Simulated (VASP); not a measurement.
Al2Ru:

```
CELL_PARAMETERS angstrom
-1.56042 1.56042 4.22181
1.56042 -1.56042 4.22181
1.56042 1.56042 -4.22181
ATOMIC_POSITIONS crystal
Al 0.65920 0.65920 0.00000
Al 0.34080 0.34080 0.00000
Ru 0.00000 0.00000 0.00000
```

Base run:

| Quantity | Value |
| --- | --- |
| Program | VASP 6.6.1 |
| Functional | r2SCAN |
| Potentials or basis | VASP PAW PBE potentials, release 64 (Al, Ru_pv) |
| Cutoff | 520 eV |
| k mesh | 8 × 8 × 8 |
| Occupations | gaussian, width 0.1 eV |
| Spin | no spin polarisation |

Its results: pressure 0.0 GPa; largest force 0.016 eV/Å.

After a change of settings the same cell gave: pressure 8.2 GPa; largest force 3.100 eV/Å. Which change was it?
A. k mesh from 8 × 8 × 8 to 1 × 1 × 1
B. k mesh from 8 × 8 × 8 to 10 × 10 × 10
C. k mesh from 8 × 8 × 8 to 4 × 4 × 4
D. k mesh from 8 × 8 × 8 to 6 × 6 × 6

A.

Caveats: some runs use coarse meshes; the PAW data sets were made with another functional, which shifts forces and pressure a little.
